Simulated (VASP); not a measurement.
# Ir (P6_3/mmc) in VASP: notebook

Aim: see how the results for Ir move with the level of theory and the settings. Levels: PBE, HSE06. Tasks: single point.

Everything below comes from runs of VASP 6.6.1. Logs are shortened: lines on timing, memory, paths and dates and some standing lists are left out, and cuts for length are marked.

### Step 1. The cell of the first run

It takes space group P6_3/mmc (No. 194, hexagonal). The conventional cell has a = 2.854 Å, b = 2.854 Å, c = 4.630 Å, α = 90.00°, β = 90.00°, γ = 120.00°. Ir (site symmetry -6m2) has 12 Ir at 2.84 to 2.85 Å within 3.7 Å.

### Step 2. Single point, PBE (volume scaled by 1.12)

Contents of INCAR:

```
SYSTEM = Ir
PREC = Accurate ; ENCUT = 520
EDIFF = 1E-6 ; ISMEAR = -1
SIGMA = 0.1 ; LREAL = .False.
LASPH = .True. ; NELM = 60
ALGO = Normal ; ISIF = 2
LWAVE = .False. ; LCHARG = .False.
GGA = PE ; NBANDS = 16
```

Contents of KPOINTS:

```
regular mesh
0
Gamma
  15 15 8
  0 0 0
```

Contents of POSCAR:

```
Ir
1.0
    2.8544442964      0.0000000000      0.0000000000
   -1.4272221482      2.4720212743      0.0000000000
    0.0000000000      0.0000000000      4.6295607207
Ir
2
Direct
    0.3333333333      0.6666666667      0.2500000000
    0.6666666667      0.3333333333      0.7500000000
```

Potentials or basis: VASP PAW PBE potentials, release 64 (Ir).

Started as:

```console
$ cat potpaw_PBE.64/Ir/POTCAR > POTCAR
$ mpirun -np 1 vasp_std > vasp.out
```

OUTCAR:

```text
SYSTEM = Ir
   PREC = Accurate
   ENCUT = 520
   EDIFF = 1E-6
   ISMEAR = -1
   LREAL = .False.
   LASPH = .True.
   NELM = 60
   ISIF = 2
   GGA = PE

 ion  position               nearest neighbor table
   1  0.333  0.667  0.250-   2 2.84   2 2.84   2 2.84   2 2.84   2 2.84   2 2.84
   2  0.667  0.333  0.750-   1 2.84   1 2.84   1 2.84   1 2.84   1 2.84   1 2.84

  LATTYP: Found a hexagonal cell.
 ALAT       =     2.8544442964
 C/A-ratio  =     1.6218781101

  Lattice vectors:

 A1 = (   2.8544442964,   0.0000000000,   0.0000000000)
 A2 = (  -1.4272221482,   2.4720212743,   0.0000000000)
 A3 = (   0.0000000000,   0.0000000000,   4.6295607207)

Analysis of symmetry for initial positions (statically):
=====================================================================
 Subroutine PRICEL returns:
 Original cell was already a primitive cell.

 Routine SETGRP: Setting up the symmetry group for a
 hexagonal supercell.

 Subroutine GETGRP returns: Found 24 space group operations
 (whereof 12 operations were pure point group operations)
 out of a pool of 24 trial point group operations.

The static configuration has the point symmetry D_3d.
 The point group associated with its full space group is D_6h.

Analysis of symmetry for dynamics (positions and initial velocities):
=====================================================================
 Subroutine PRICEL returns:
 Original cell was already a primitive cell.

 Routine SETGRP: Setting up the symmetry group for a
 hexagonal supercell.

 Subroutine GETGRP returns: Found 24 space group operations
 (whereof 12 operations were pure point group operations)
 out of a pool of 24 trial point group operations.

The dynamic configuration has the point symmetry D_3d.
 The point group associated with its full space group is D_6h.

 Subroutine INISYM returns: Found 24 space group operations
 (whereof 12 operations are pure point group operations),
 and found     1 'primitive' translations

----------------------------------------------------------------------------------------

                                     Primitive cell

  volume of cell :      32.6673

  direct lattice vectors                    reciprocal lattice vectors
     2.854444296  0.000000000  0.000000000     0.350330886  0.202263631  0.000000000
    -1.427222148  2.472021274  0.000000000     0.000000000  0.404527263  0.000000000
     0.000000000  0.000000000  4.629560721     0.000000000  0.000000000  0.216003215

  length of vectors
     2.854444296  2.854444296  4.629560721     0.404527263  0.404527263  0.216003215

  position of ions in fractional coordinates (direct lattice)
     0.333333333  0.666666667  0.250000000
     0.666666667  0.333333333  0.750000000

  ion indices of the primitive-cell ions
   primitive index   ion index
                 1           1
                 2           2

----------------------------------------------------------------------------------------

 KPOINTS: regular mesh

Automatic generation of k-mesh.
 Grid dimensions read from file:
 generate k-points for:   15   15    8

 Generating k-lattice:

  Cartesian coordinates                     Fractional coordinates (reciprocal lattice)
     0.023355392  0.013484242  0.000000000     0.066666667 -0.000000000  0.000000000
     0.000000000  0.026968484  0.000000000     0.000000000  0.066666667  0.000000000
     0.000000000  0.000000000  0.027000402     0.000000000  0.000000000  0.125000000

  Length of vectors
     0.026968484  0.026968484  0.027000402

  Shift w.r.t. Gamma in fractional coordinates (k-lattice)
     0.000000000  0.000000000  0.000000000

 Subroutine IBZKPT returns following result:
 ===========================================

 Found    135 irreducible k-points:

 Following reciprocal coordinates:
            Coordinates               Weight
  0.000000  0.000000  0.000000      1.000000
  0.066667 -0.000000  0.000000      6.000000
  0.133333 -0.000000  0.000000      6.000000
  0.200000  0.000000  0.000000      6.000000
  0.266667 -0.000000  0.000000      6.000000
  0.333333 -0.000000  0.000000      6.000000
[... 16 lines left out ...]
  0.333333  0.200000  0.000000     12.000000
  0.400000  0.200000  0.000000      6.000000
 [... further k-points ...]
   k-points           NKPTS =    135   k-points in BZ     NKDIM =    135   number of bands    NBANDS=     16
   number of dos      NEDOS =    301   number of ions     NIONS =      2
   total plane-waves  NPLWV =  20736
   dimension x,y,z NGX =    24 NGY =   24 NGZ =   36
   dimension x,y,z NGXF=    48 NGYF=   48 NGZF=   72
   ions per type =               2
   NGX,Y,Z   is equivalent  to a cutoff of  13.98, 13.98, 12.93 a.u.
   NGXF,Y,Z  is equivalent  to a cutoff of  27.96, 27.96, 25.85 a.u.
 SYSTEM =  Ir
   PREC   = accura    normal or accurate (medium, high low for compatibility)
   ISTART =      0    job   : 0-new  1-cont  2-samecut
   ICHARG =      2    charge: 1-file 2-atom 10-const
   ISPIN  =      1    spin polarized calculation?
   LNONCOLLINEAR =      F non collinear calculations
   LSORBIT =      F    spin-orbit coupling
   LASPH  =      T    aspherical Exc in radial PAW
   ENCUT  =  520.0 eV  38.22 Ry    6.18 a.u.   5.31  5.31  8.61*2*pi/ulx,y,z
   NELM   =     60;   NELMIN=  2; NELMDL= -5     # of ELM steps
   EDIFF  = 0.1E-05   stopping-criterion for ELM
   LREAL  =      F    real-space projection
   EDIFFG = 0.1E-04   stopping-criterion for IOM
   NSW    =      0    number of steps for IOM
   IBRION =     -1    ionic relax: 0-MD 1-quasi-New 2-CG
   NFREE  =      0    steps in history (QN), initial steepest desc. (CG)
   ISIF   =      2    stress and relaxation
   ISYM   =      2    0-nonsym 1-usesym 2-fastsym
   POTIM  = 0.5000    time-step for ionic-motion
   TEBEG  =    0.0;   TEEND  =   0.0 temperature during run
   PSTRESS=    0.0 pullay stress
   NELECT =      18.0000    total number of electrons
   NUPDOWN=      -1.0000    fix difference up-down
   EMIN   =  10.00;   EMAX   =-10.00  energy-range for DOS
   EFERMI =   0.00;   METHOD = LEGACY
   ISMEAR =    -1;   SIGMA  =   0.10  broadening in eV -4-tet -1-fermi 0-gaus
   EFERMI_NEDOS =   21; number of points for ismear=-14 and -15
   IALGO  =     38    algorithm
   IMIX   =      4    mixing-type and parameters
     AMIX     =   0.40;   BMIX     =  1.00
     AMIX_MAG =   1.60;   BMIX_MAG =  1.00
  volume/ion in A,a.u.               =      16.33       110.22
  Fermi-wavevector in a.u.,A,eV,Ry     =   1.342130  2.536257 24.508339  1.801312
  Thomas-Fermi vector in A             =   2.470308
   LORBIT       =      0    0 simple, 1 ext, 2 COOP (PROOUT), +10 PAW based schemes
   GGA     = PE    functional components
   LHFCALC =     F    Hartree Fock is set to
   AEXX    =    0.0000 exact exchange contribution
   IVDW    =     0    specifies the selected vdW correction
   LEPSILON=     F    determine dielectric tensor
   LRPA    =     F    only Hartree local field effects (RPA)
 non-spin polarized calculation
  energy-cutoff  :      520.00
  volume of cell :       32.67
 maximum number of plane-waves:       894
 NGX is ok and might be reduce to    24
   NGX = 11   NGY = 11   NGZ = 17

 number of electron      17.9999997 magnetization

 Free energy of the ion-electron system (eV)
  ---------------------------------------------------
  ext. energy  EPLUGINS =         0.00000000
  ---------------------------------------------------
  free energy    TOTEN  =       -17.24580310 eV

  energy without entropy =      -17.14822898  energy(sigma->0) =      -17.19701604

 E-fermi :   8.1645     XC(G=0): -13.1435

 val. band max:        8.1528964137   @ k =   0.2667   0.2000   0.3750
 cond. band min:       8.1685292082   @ k =   0.2000   0.2000   0.1250
 fundamental gap:      0.0156327945
 Fermi energy:         8.1645310859

 k-point     1 :       0.0000    0.0000    0.0000
  band No.  band energies     occupation
      1      -1.5572      2.00000
      2       1.4177      2.00000
      3       5.0119      2.00000
      4       5.1087      2.00000
      5       5.1087      2.00000
      6       5.6239      2.00000
[... 8 lines left out ...]
     15      24.5578      0.00000
     16      25.3451      0.00000

 k-point     2 :       0.0667   -0.0000    0.0000
  band No.  band energies     occupation
      1      -1.4068      2.00000
      2       1.5502      2.00000
      3       4.7847      2.00000
      4       5.2279      2.00000
      5       5.3090      2.00000
      6       5.5509      2.00000
[... 8 lines left out ...]
     15      24.7496      0.00000
     16      25.4805      0.00000

 k-point     3 :       0.1333   -0.0000    0.0000
  band No.  band energies     occupation
      1      -0.9703      2.00000
      2       1.9113      2.00000
      3       4.4694      2.00000
      4       5.3104      2.00000
      5       5.4537      2.00000
      6       5.5774      2.00000
[... 8 lines left out ...]
     15      25.0167      0.00000
     16      25.2086      0.00000

 k-point     4 :       0.2000    0.0000    0.0000
  band No.  band energies     occupation
      1      -0.2975      2.00000
      2       2.3527      2.00000
      3       4.2170      2.00000
      4       4.5928      2.00000
      5       5.0776      2.00000
      6       5.6804      2.00000
[... 8 lines left out ...]
     15      24.1157      0.00000
     16      24.8344      0.00000
[... 324 lines left out ...]
 k-point    22 :       0.2667    0.2000    0.0000
  band No.  band energies     occupation
      1       2.3526      2.00000
      2       2.9750      2.00000
      3       3.1400      2.00000
      4       3.8027      2.00000
      5       4.6338      2.00000
      6       5.4811      2.00000
[... 8 lines left out ...]
     15      17.2068      0.00000
     16      22.7022      0.00000

 k-point    23 :       0.3333    0.2000    0.0000
  band No.  band energies     occupation
      1       2.6918      2.00000
      2       2.7678      2.00000
      3       2.9624      2.00000
      4       4.2735      2.00000
      5       4.6412      2.00000
      6       5.2217      2.00000
[... 8 lines left out ...]
     15      18.4357      0.00000
     16      20.8483      0.00000

 k-point    24 :       0.4000    0.2000    0.0000
  band No.  band energies     occupation
      1       2.6968      2.00000
      2       2.7777      2.00000
      3       2.8946      2.00000
      4       4.5095      2.00000
      5       4.6796      2.00000
      6       5.0949      2.00000
[... 8 lines left out ...]
     15      19.0211      0.00000
     16      19.7741      0.00000

 [... further k-points ...]
[... 5 lines left out ...]
  --------------------------------------------------------------------------------------
  -------------------------------------------------------------------------------------
  Total       -5.8144900     -5.8144900     -5.9715332     -0.0000000      0.0000000      0.0000000
  in kB     -285.1731621   -285.1731621   -292.8753856     -0.0000000      0.0000000      0.0000000
  external PRESSURE =    -287.7405699 kB  Pullay stress =       0.0000000 kB

 VOLUME and BASIS-vectors are now :
 -----------------------------------------------------------------------------
  energy-cutoff  :      520.00
  volume of cell :       32.67
      direct lattice vectors                 reciprocal lattice vectors
     2.854444296  0.000000000  0.000000000     0.350330886  0.202263631  0.000000000
    -1.427222148  2.472021274  0.000000000     0.000000000  0.404527263  0.000000000
     0.000000000  0.000000000  4.629560721     0.000000000  0.000000000  0.216003215

 POSITION                                       TOTAL-FORCE (eV/Angst)
 -----------------------------------------------------------------------------------
     -0.00000      1.64801      1.15739         0.000000      0.000000      0.000000
      1.42722      0.82401      3.47217        -0.000000      0.000000      0.000000
 -----------------------------------------------------------------------------------
    total drift:                               -0.000000      0.000000     -0.000000

  FREE ENERGIE OF THE ION-ELECTRON SYSTEM (eV)
  ---------------------------------------------------
  free  energy   TOTEN  =       -17.2458030985 eV

  energy  without entropy=      -17.1482289792  energy(sigma->0) =      -17.19701604
```

It took 68 s on 1 thread of Intel Xeon 6975P-C, shared host; peak memory 0.2 GiB.

Results:

```
Free energy            : -17.2458 eV
Pressure               : -28.8 GPa
Band gap on the k mesh : zero (band 9 reaches 8.90 eV, above the bottom of band 10 at 6.36 eV)
```

Stress tensor (GPa, compression positive):
```
-28.52   0.00   0.00
  0.00 -28.52   0.00
  0.00   0.00 -29.29
```

Levels at points of the mesh, in eV from the Fermi level:
```csv
k point,band 5,band 6,band 7,band 8,band 9,band 10,band 11,band 12,band 13,band 14
"(0.00, 0.00, 0.00)",-3.06,-2.54,-2.54,-1.90,-1.90,-0.40,0.22,0.22,5.84,14.40
"(0.00, 0.00, 0.50)",-3.16,-3.16,-3.16,-3.16,-0.39,-0.39,-0.39,-0.39,13.12,13.12
```

Caveat: the cell differs from its parent crystal (volume scaled by 1.12); spin-orbit coupling is left out, which moves the levels of the heavy elements.

### Step 3. Single point, HSE06

This run uses another cell than the first one, of 14.58 Å³/atom, 0.893 times its volume.

Contents of POSCAR:

```
Ir
1.0
    2.7486254740      0.0000000000      0.0000000000
   -1.3743127370      2.3803794860      0.0000000000
    0.0000000000      0.0000000000      4.4579354011
Ir
2
Direct
    0.3333333333      0.6666666667      0.2500000000
    0.6666666667      0.3333333333      0.7500000000
```

Contents of INCAR.step1:

```
SYSTEM = Ir
ALGO     = Normal         ! electronic algorithm
EDIFF    = 1E-5           ! SCF threshold, eV
ENCUT    = 520            ! plane-wave cutoff, eV
GGA      = PE             ! functional
ISIF     = 2              ! what is computed and relaxed
ISMEAR   = -1             ! smearing method
LASPH    = .True.         ! aspherical terms in the spheres
LCHARG   = .False.        ! write CHGCAR
LREAL    = .False.        ! projectors in reciprocal space
LUSENCCL = .False.      
LWAVE    = .True.         ! write WAVECAR
NBANDS   = 16             ! bands
NELM     = 100            ! most SCF steps
PREC     = Accurate       ! precision mode
SIGMA    = 0.1            ! smearing width, eV
```

Contents of INCAR.step2:

```
SYSTEM = Ir
ALGO     = Normal         ! electronic algorithm
EDIFF    = 1E-6           ! SCF threshold, eV
ENCUT    = 520            ! plane-wave cutoff, eV
GGA      = PE             ! functional
HFSCREEN = 0.2079         ! screening, 1/A
ISIF     = 2              ! what is computed and relaxed
ISMEAR   = -1             ! smearing method
ISTART   = 1            
LASPH    = .True.         ! aspherical terms in the spheres
LCHARG   = .False.        ! write CHGCAR
LHFCALC  = .True.         ! exact exchange
LREAL    = .False.        ! projectors in reciprocal space
LUSENCCL = .False.      
LWAVE    = .False.        ! write WAVECAR
NBANDS   = 16             ! bands
NELM     = 100            ! most SCF steps
PREC     = Accurate       ! precision mode
PRECFOCK = Normal       
SIGMA    = 0.1            ! smearing width, eV
```

Contents of KPOINTS:

```
k-points
0
Gamma
  7 7 4
  0 0 0
```

Potentials or basis: VASP PAW PBE potentials, release 64 (Ir).

Started as:

```console
$ cat potpaw_PBE.64/Ir/POTCAR > POTCAR
$ cp INCAR.step1 INCAR
$ mpirun -np 1 vasp_std > vasp.out
$ cp INCAR.step2 INCAR
$ mpirun -np 1 vasp_std > vasp.out
```

It used 950 s of CPU time on 1 × NVIDIA H100 80GB with 1 thread of AMD EPYC 7R13 Processor (Zen 3), with other jobs on the host.

Results (log left out):

```
Free energy            : -20.2438 eV
Pressure               : -12.7 GPa
Band gap on the k mesh : zero (band 9 reaches 10.49 eV, above the bottom of band 10 at 6.93 eV)
```

Stress tensor (GPa, compression positive):
```
-14.94   0.00   0.00
  0.00 -14.94   0.00
  0.00   0.00  -8.32
```

Levels at points of the mesh, in eV from the Fermi level:
```
           k point  band 5  band 6  band 7  band 8  band 9  band 10  band 11  band 12  band 13  band 14
(0.00, 0.00, 0.00)   -4.42   -3.75   -3.75   -2.93   -2.93    -0.89     0.30     0.30     7.83    15.37
(0.00, 0.00, 0.50)   -4.57   -4.57   -4.57   -4.57   -0.75    -0.75    -0.75    -0.75    14.66    14.66
```

Caveat: the k points lie up to 0.38 Å⁻¹ apart; the PAW data sets were made with another functional, which shifts forces and pressure a little; spin-orbit coupling is left out, which moves the levels of the heavy elements.
